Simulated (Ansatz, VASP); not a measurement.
One calculation of BiIr, two programs

The input INCAR:

```
  PREC = Accurate
  ENCUT = 520
  EDIFF = 1E-8
  ISMEAR = -1
  SIGMA = 0.08
  LREAL = False
  LASPH = True
  NELM = 60
  ALGO = Normal
  ISIF = 2
  LWAVE = False
  LCHARG = False
  GGA = PE
  LEFG = True
  NBANDS = 19
```

KPOINTS

```
Automatic mesh
0
Gamma
  12 12 12
```

POSCAR

```
BiIr
1.0
    0.0000000000      2.8687882197      2.8125374703
    2.8687882197      0.0000000000      2.8125374703
    2.8687882197      2.8687882197      0.0000000000
Ir Bi
1 1
Direct
    0.0000000000      0.0000000000      0.0000000000
    0.5000000000      0.5000000000      0.5000000000
```

Input for Ansatz:

```yaml
crystal:
  lattice:
    - [0.0, 2.8687882197, 2.8125374703]
    - [2.8687882197, 0.0, 2.8125374703]
    - [2.8687882197, 2.8687882197, 0.0]
  atoms:
    - { symbol: Ir, position: [0.0, 0.0, 0.0] }
    - { symbol: Bi, position: [0.5, 0.5, 0.5] }
kpoints:
  mp_grid: { grid: [12, 12, 12] }
scf:
  occupations: { method: fermi_dirac, width: 0.08 }
hamiltonian:
  xc: pbe
  pseudopotentials: { kind: paw }
output:
  forces: true
  stress: true
  eigenvalues: true
  efg: { contact_densities: true }
```

Change from the starting cell: x and y stretched by +2 %, z held, PAW files.

Alike in both runs: task electric field gradients; functional PBE; k mesh 12 × 12 × 12; occupations fermi-dirac, width 0.08 eV; no spin polarisation.

|  | VASP | Ansatz |
| --- | --- | --- |
| version | VASP 6.6.1 | Ansatz 0.2.0 |
| potentials or method | VASP PAW PBE potentials, release 64 (Ir, Bi_d) | PAW with Ansatz's default frozen-core files, scalar-relativistic |
| plane-wave cutoff (eV) | 520 | 420 |
| valence electrons in the cell | 24 | 32 |

Ansatz gave:

| Property | Result |
| --- | --- |
| pressure (GPa) | -4.1 |
| traceless stress, the component that is largest in VASP (GPa) | 1.33 |
| size of Vzz on the site where it differs most (V/Å²) | 11.7 |

Question: Which values does VASP return?

Answer: Pressure (GPa): -4.0; traceless stress, the component that is largest in VASP (GPa): 1.36; size of Vzz on the site where it differs most (V/Å²): 30.9.

VASP's potentials hold 24 valence electrons a cell and Ansatz's 32, so a difference there can come from the potentials and not from the codes.

Spin-orbit coupling is off throughout.
